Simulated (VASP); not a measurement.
A run of VASP 6.6.1 is set up as follows.

Contents of INCAR:

```
PREC = Accurate
ENCUT = 600
EDIFF = 1E-7
ISMEAR = 0
SIGMA = 0.1
LREAL = F
LASPH = T
NELM = 80
ALGO = Normal
ISIF = 3
LWAVE = F
LCHARG = F
GGA = PE
IBRION = 2
NSW = 100
EDIFFG = -0.01
```

Contents of KPOINTS:

```
Automatic mesh
0
Gamma
  18 18 18
```

File POSCAR:

```
CaC
1.0
    3.1744622217      0.0000000000      0.0000000000
    0.0000000000      3.1744622217      0.0000000000
    0.0000000000      0.0000000000      2.9982777783
Ca C
1 1
Direct
    0.5000000000      0.5000000000      0.5000000000
    0.0000000000      0.0000000000      0.0000000000
```

Potentials or basis: VASP PAW PBE potentials, release 64 (Ca_sv, C).

The run is started by

```sh
$ cat potpaw_PBE.64/Ca_sv/POTCAR potpaw_PBE.64/C/POTCAR > POTCAR
$ mpirun -np 1 vasp_std > vasp.out
```

**Question.** What does it give for the relaxed volume?

**Answer.** 15.25 Å³/atom.

**Question.** What does it give for the relaxed cell?

**Answer.** a = 3.124 Å, b = 3.124 Å, c = 3.126 Å, α = 90.00°, β = 90.00°, γ = 90.00°.

The path:
```tsv
step	energy change (eV)	largest force (eV/Å)	pressure (GPa)	volume (Å³)
1	0.0000	0.0000	0.62	30.21
2	-0.0113	0.0000	0.07	30.47
3	-0.0189	0.0000	-1.02	30.92
4	-0.0192	0.0000	-0.83	30.84
5	-0.0202	0.0000	0.20	30.42
6	-0.0203	0.0000	-0.02	30.51
```
